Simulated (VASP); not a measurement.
Crystal: Cu3As2.

```
Cu As
1.0
     3.99857    0.00000    0.00000
    -1.99929    3.46287    0.00000
     0.00000    0.00000    6.75923
Cu As
3 2
Cartesian
  0.0000 0.0000 0.5719
  0.0000 2.3086 4.3978
  1.9993 1.1543 1.3757
  0.0000 2.3086 0.0776
  1.9993 1.1543 3.7158
```

This cell differs from its parent crystal: atoms taken out.

- Program: VASP 6.6.1
- Task: relaxation of cell and atoms
- Functional: PBE
- Potentials or basis: VASP PAW PBE potentials, release 64 (Cu, As)
- Cutoff: 600 eV
- k mesh: 6 × 6 × 4
- Occupations: gaussian, width 0.1 eV
- Spin: no spin polarisation

At the start: pressure 0.5 GPa; volume 18.72 Å³/atom.

**Question.** How do energy, volume and symmetry change on relaxing?

**Answer.** Over 8 steps the energy falls by 2.5 meV/atom; space group P3m1 (No. 156, to 0.1 Å) before and after.

The path:
```csv
step,energy change (eV),largest force (eV/Å),pressure (GPa),volume (Å³)
1,0.0000,0.0464,0.51,93.59
2,-0.0050,0.1362,-0.31,94.40
3,-0.0050,0.1365,-0.43,94.39
4,-0.0077,0.1286,-0.24,94.04
5,-0.0094,0.1394,0.15,93.37
6,-0.0118,0.0787,0.18,93.32
7,-0.0122,0.0445,0.22,93.28
8,-0.0127,0.0311,-0.08,93.60
```

Final structure:
```
Cu As
1.0
     4.04358    0.00000    0.00000
    -2.02179    3.50185    0.00000
     0.00000    0.00000    6.61030
Cu As
3 2
Cartesian
  4.0436 0.0000 0.5753
  0.0000 2.3346 4.2829
  2.0218 1.1673 1.3036
  0.0000 2.3346 0.0989
  2.0218 1.1673 3.6547
```

Caveat: the cell differs from its parent crystal (atoms taken out).
